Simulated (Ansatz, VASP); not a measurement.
## Two plane-wave programs on Ca

```
Ca
1.0
     3.38400    0.00000    0.00000
     0.00000    3.48866    0.00000
     0.00000    0.00000    3.48866
Ca
1
Direct
  0.00000 0.00000 0.00000
```

Change from the starting cell: strain -0.0300 x Voigt [1, 0, 0, 0, 0, 0], atoms carried along.

Alike in both runs: task single point; functional LDA; k mesh 14 × 14 × 14; occupations gaussian, width 0.15 eV; no spin polarisation.

```csv
,VASP,Ansatz
version,VASP 6.6.1,Ansatz 0.2.0
potentials or method,"VASP PAW LDA potentials, release 64 (Ca_sv), cutoff 520 eV","scalar-relativistic, plane waves, PAW"
valence electrons in the cell,10,10
```

|  | VASP | Ansatz | Ansatz less VASP |
| --- | --- | --- | --- |
| gap on the k mesh at the Fermi level (eV) | none | none | - |
| pressure (GPa) | -0.9 | -0.9 | +0.03 |
| traceless stress, the component that is largest in VASP (GPa) | 1.10 | 1.09 | -0.006 |

LDA's correlation is that of Perdew and Zunger in VASP and of Perdew and Wang (1992) in Ansatz. A gap of «none» marks a metal or a gap that the smearing closes.
